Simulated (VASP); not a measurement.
A run of VASP 6.6.1 is set up as follows.

The input INCAR:

```
SYSTEM = HfMo
ALGO     = Normal         ! electronic algorithm
EDIFF    = 1E-7           ! SCF threshold, eV
EDIFFG   = -0.01          ! ionic threshold
ENCUT    = 600            ! plane-wave cutoff, eV
GGA      = PE             ! functional
IBRION   = 2              ! ionic algorithm
ISIF     = 3              ! what is computed and relaxed
ISMEAR   = -1             ! smearing method
LASPH    = .True.         ! aspherical terms in the spheres
LCHARG   = .False.        ! write CHGCAR
LREAL    = .False.        ! projectors in reciprocal space
LWAVE    = .False.        ! write WAVECAR
NELM     = 80             ! most SCF steps
NSW      = 60             ! ionic steps
PREC     = Accurate       ! precision mode
PSTRESS  = 100.0        
SIGMA    = 0.05           ! smearing width, eV
```

File KPOINTS:

```
k-points
0
Gamma
  10 10 6
  0 0 0
```

File POSCAR:

```
HfMo
1.0
    1.6712035000     -2.4724670000      0.0000000000
    1.6712035000      2.4724670000      0.0000000000
    0.0000000000      0.0000000000      4.4470110000
Hf Mo
1 1
Direct
    0.0000000000      0.0000000000      0.0000000000
    0.5000000000      0.5000000000      0.5000000000
```

Potentials or basis: VASP PAW PBE potentials, release 64 (Hf_pv, Mo_sv).

Run with:

```sh
$ cat potpaw_PBE.64/Hf_pv/POTCAR potpaw_PBE.64/Mo_sv/POTCAR > POTCAR
$ mpirun -np 1 vasp_std > vasp.out
```

(1) Predict the relaxed cell.

(2) What does it give for the space group after relaxing (to 0.1 Å)?

(3) What does it give for the band gap on the k mesh?

(4) Estimate the relaxed volume.

Answers

(1) a = 2.913 Å, b = 2.913 Å, c = 4.385 Å, α = 90.00°, β = 90.00°, γ = 111.25°.

(2) Cmmm (No. 65).

(3) zero (bands 12 and 13 overlap by 2.86 eV).

(4) 17.33 Å³/atom.

Caveat: the cell is relaxed towards a set pressure, so the run minimises the enthalpy, not the energy; spin-orbit coupling is left out, which moves the levels of the heavy elements.
